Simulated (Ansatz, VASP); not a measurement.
# Al3Cu in VASP and in Ansatz

```
CELL_PARAMETERS angstrom
3.92415 0.00000 0.00000
0.00000 3.92415 0.00000
0.00000 0.00000 3.92415
ATOMIC_POSITIONS crystal
Al 0.00000 0.50000 0.50000
Al 0.50000 0.00000 0.50000
Al 0.50000 0.50000 0.00000
Cu 0.00000 0.00000 0.00000
```

Alike in both runs: task single point; functional r2SCAN; k mesh 1 × 1 × 1; occupations gaussian, width 0.1 eV; no spin polarisation.

|  | VASP | Ansatz |
| --- | --- | --- |
| version | VASP 6.6.1 | Ansatz 0.2.0 |
| potentials or method | VASP PAW PBE potentials, release 64 (Al, Cu_sv_GW), cutoff 900 eV | scalar-relativistic, plane waves, PAW |
| valence electrons in the cell | 28 | 28 |

```csv
,VASP,Ansatz,Ansatz less VASP
gap on the k mesh at the Fermi level (eV),0.59,0.61,+0.016
least direct gap on the mesh (eV),0.59,0.61,+0.016
pressure (GPa),-8.9,-8.4,+0.53
```

VASP's potentials were made for PBE, not for r2SCAN.

The k mesh is coarse, so the values compare programs but aren't converged.
